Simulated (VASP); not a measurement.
The system is Si2W.

```
CELL_PARAMETERS angstrom
-1.61754 1.61754 3.94088
1.61754 -1.61754 3.94088
1.61754 1.61754 -3.94088
ATOMIC_POSITIONS crystal
W 0.00000 0.00000 0.00000
Si 0.66530 0.66530 0.00000
Si 0.33470 0.33470 0.00000
```

Base run:

| Item | Value |
| --- | --- |
| Program | VASP 6.6.1 |
| Functional | r2SCAN |
| Potentials or basis | VASP PAW PBE potentials, release 64 (W_sv, Si) |
| Cutoff | 520 eV |
| k mesh | 12 × 12 × 12 |
| Occupations | fermi-dirac, width 0.05 eV |
| Spin | no spin polarisation |

Its results: band gap on the k mesh zero (bands 11 and 12 overlap by 1.31 eV); pressure -5.4 GPa; largest force 0.070 eV/Å.

Q: The run is repeated on the same cell with these changes: functional from r2SCAN to LDA; potentials or basis from VASP PAW PBE potentials, release 64 (W_sv, Si) to VASP PAW LDA potentials, release 64 (W_sv, Si). What comes out?

A: Band gap on the k mesh zero (bands 11 and 12 overlap by 1.26 eV); pressure -9.2 GPa; largest force 0.089 eV/Å.

Caveats: the cell stands under tension; spin-orbit coupling is left out, which moves the levels of the heavy elements; the PAW data sets were made with another functional, which shifts forces and pressure a little (at least some runs).
